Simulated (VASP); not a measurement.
The system is W.

```xyz
1
Lattice="-1.5823 1.5823 1.5823 1.5823 -1.5823 1.5823 1.5823 1.5823 -1.5823" Properties=species:S:1:pos:R:3 pbc="T T T"
W     0.0000    0.0000    0.0000
```

- Program: VASP 6.6.1
- Task: relaxation of cell and atoms
- Functional: PBE
- Potentials or basis: VASP PAW PBE potentials, release 64 (W_sv)
- Cutoff: 600 eV
- k mesh: 17 × 17 × 17
- Occupations: fermi-dirac, width 0.05 eV
- Spin: no spin polarisation

At the start: pressure 6.3 GPa; volume 15.85 Å³/atom.

Where does the relaxation end?

Over 4 steps the energy falls by 6.2 meV/atom and the volume is 16.17 Å³/atom (+2.0 %); space group Im-3m (No. 229, to 0.05 Å).

The path:
| step | energy change (eV) | largest force (eV/Å) | pressure (GPa) | volume (Å³) |
| --- | --- | --- | --- | --- |
| 1 | 0.0000 | 0.0000 | 6.35 | 15.85 |
| 2 | 0.0647 | 0.0000 | -18.31 | 17.33 |
| 3 | -0.0062 | 0.0000 | -0.14 | 16.18 |
| 4 | -0.0062 | 0.0000 | -0.04 | 16.17 |

Final structure:
```
W
1.0
    -1.59297    1.59297    1.59297
     1.59297   -1.59297    1.59297
     1.59297    1.59297   -1.59297
W
1
Direct
  0.00000 0.00000 0.00000
```
